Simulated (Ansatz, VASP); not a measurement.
## Cd2BiO2 in VASP and in Ansatz

```xyz
5
Lattice="4.5397 0.0000 0.0000 -2.2699 3.9315 0.0000 0.0000 0.0000 6.0964" Properties=species:S:1:pos:R:3 pbc="T T T"
Cd    2.2699    1.3105    3.0482
Cd    0.0000    2.6210    0.0000
Bi    2.2699    1.3105    0.0000
O     0.0000    0.0000    4.5880
O     0.0000    0.0000    1.5085
```

Change from the starting cell: species swapped into the Sr2ZnAs2 type (P-6m2, No. 187).

Alike in both runs: functional PBE; k mesh 12 × 12 × 6; occupations gaussian, width 0.1 eV; no spin polarisation.

Ansatz relaxed the structure, and its values are those at the end. VASP's run is a single point on that final structure, the one shown.

|  | VASP | Ansatz |
| --- | --- | --- |
| version | VASP 6.6.1 | Ansatz 0.2.0 |
| potentials or method | VASP PAW PBE potentials, release 64 (Cd, Bi_d, O), cutoff 520 eV | scalar-relativistic, plane waves, PAW |
| valence electrons in the cell | 51 | 67 |

```csv
,VASP,Ansatz,Ansatz less VASP
gap on the k mesh at the Fermi level (eV),none,none,-
pressure (GPa),0.2,0.0,-0.19
rms of the force components (eV/Å),0.004,0.002,-0.0016
```

A gap of «none» marks a metal or a gap that the smearing closes. The functional is the same, so the differences come from potentials, cutoffs and numerics. VASP's potentials hold 51 valence electrons a cell and Ansatz's 67, so a difference there can come from the potentials and not from the codes.

Spin-orbit coupling is off throughout.
